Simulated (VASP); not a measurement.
Write the native input for VASP 6.6.1 that does the following.

```
Task                      : relaxation of the atoms
Functional                : PBE
Dispersion                : TS
Potentials or basis       : VASP PAW PBE potentials, release 64 (Ba_sv, S)
Cutoff                    : 520 eV
k mesh                    : 5 × 5 × 1
Occupations               : fermi-dirac, width 0.05 eV
Spin                      : no spin polarisation
Dipole correction         : yes
Atoms held fixed (from 0) : [0, 4, 1, 5]
Further INCAR settings    : ALGO = Normal; EDIFF = 1e-06; IBRION = 2; EDIFFG = -0.02; NSW = 40
```

The structure of BaS lies in POSCAR:

```
BaS
1.0
    4.5166445648      0.0000000000      0.0000000000
    0.0000000000      4.5166445648      0.0000000000
    0.0000000000      0.0000000000     24.5812500000
Ba S
4 4
Selective dynamics
Direct
    0.5000000000      0.5000000000      0.3051106026  F F F
    0.0000000000      0.0000000000      0.4350368675  F F F
    0.5000000000      0.5000000000      0.5649631325  T T T
    0.0000000000      0.0000000000      0.6948893974  T T T
    0.0000000000      0.0000000000      0.3051106026  F F F
    0.5000000000      0.5000000000      0.4350368675  F F F
    0.0000000000      0.0000000000      0.5649631325  T T T
    0.5000000000      0.5000000000      0.6948893974  T T T
```

These files were run (other wordings do the same):

INCAR

```
ALGO     = Normal         # electronic algorithm
DIPOL    = 0.5 0.5 0.500
EDIFF    = 1E-6           # SCF threshold, eV
EDIFFG   = -0.02          # ionic threshold
ENCUT    = 520            # plane-wave cutoff, eV
GGA      = PE             # functional
IBRION   = 2              # ionic algorithm
IDIPOL   = 3            
ISIF     = 2              # what is computed and relaxed
ISMEAR   = -1             # smearing method
IVDW     = 2              # dispersion correction
LASPH    = T              # aspherical terms in the spheres
LCHARG   = F              # write CHGCAR
LDIPOL   = T            
LREAL    = F              # projectors in reciprocal space
LWAVE    = F              # write WAVECAR
NELM     = 100            # most SCF steps
NSW      = 40             # ionic steps
PREC     = Accurate       # precision mode
SIGMA    = 0.05           # smearing width, eV
```

KPOINTS

```
k-points
0
Gamma
  5 5 1
```

Potentials or basis: VASP PAW PBE potentials, release 64 (Ba_sv, S).

The run is started by

```bash
$ cat potpaw_PBE.64/Ba_sv/POTCAR potpaw_PBE.64/S/POTCAR > POTCAR
$ mpirun -np 1 vasp_std > vasp.out
```

It gave:

* Energy gained by relaxing: 2.9 meV/atom
* Ionic steps: 11
* Band gap on the k mesh: 2.12 eV
* Hirshfeld charges: Ba +0.39, +0.30 (each value once); S -0.39, -0.31 (each value once) e
* Dispersion energy per atom: -0.607 eV

Caveat: spin-orbit coupling is left out, which moves the levels of the heavy elements.

Wall time 18 min on 1 thread of Intel(R) Xeon(R) Platinum 8259CL CPU @ 2.50GHz (Skylake/Cascade Lake), with other jobs on the host, peak memory 0.63 GiB.
